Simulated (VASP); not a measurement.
Wanted: the native input for a VASP 6.6.1 run.

- Task: single point
- Functional: PBE
- Potentials or basis: VASP PAW PBE potentials, release 64 (Pd, Ge_d)
- Cutoff: 520 eV
- k mesh: 7 × 7 × 7
- Occupations: fermi-dirac, width 0.05 eV
- Spin: no spin polarisation
- Dipole correction: no
- Further INCAR settings: ALGO = Normal; EDIFF = 1e-07; NBANDS = 34

The structure of Ge3Pd lies in POSCAR:

```
Ge3Pd
1.0
    4.2232597616      0.0000000000      0.0000000000
    0.0000000000      4.2232597616      0.0000000000
    0.0000000000      0.0000000000      4.2232597616
Pd Ge
1 3
Direct
    0.0000000000      0.0000000000      0.0000000000
    0.5000000000      0.5000000000      0.0000000000
    0.5000000000      0.0000000000      0.5000000000
    0.0000000000      0.5000000000      0.5000000000
```

The input as run:

INCAR

```
PREC     = Accurate       # precision mode
ENCUT    = 520            # plane-wave cutoff, eV
EDIFF    = 1E-7           # SCF threshold, eV
ISMEAR   = -1             # smearing method
SIGMA    = 0.05           # smearing width, eV
LREAL    = F              # projectors in reciprocal space
LASPH    = T              # aspherical terms in the spheres
NELM     = 100            # most SCF steps
ALGO     = Normal         # electronic algorithm
ISIF     = 2              # what is computed and relaxed
LWAVE    = F              # write WAVECAR
LCHARG   = F              # write CHGCAR
GGA      = PE             # functional
NBANDS   = 34             # bands
```

KPOINTS

```
regular mesh
0
Gamma
  7 7 7
```

Potentials or basis: VASP PAW PBE potentials, release 64 (Pd, Ge_d).

The run is started by

```sh
$ cat potpaw_PBE.64/Pd/POTCAR potpaw_PBE.64/Ge_d/POTCAR > POTCAR
$ mpirun -np 1 vasp_std > vasp.out
```

It gave:

| Property | Result |
| --- | --- |
| Pressure | -4.4 GPa |
| Band gap on the k mesh | zero (band 26 reaches 6.97 eV, above the bottom of band 27 at 5.48 eV) |

It took 80 s on 1 thread of AMD EPYC 7R13, on a shared host, peak memory 0.17 GiB.
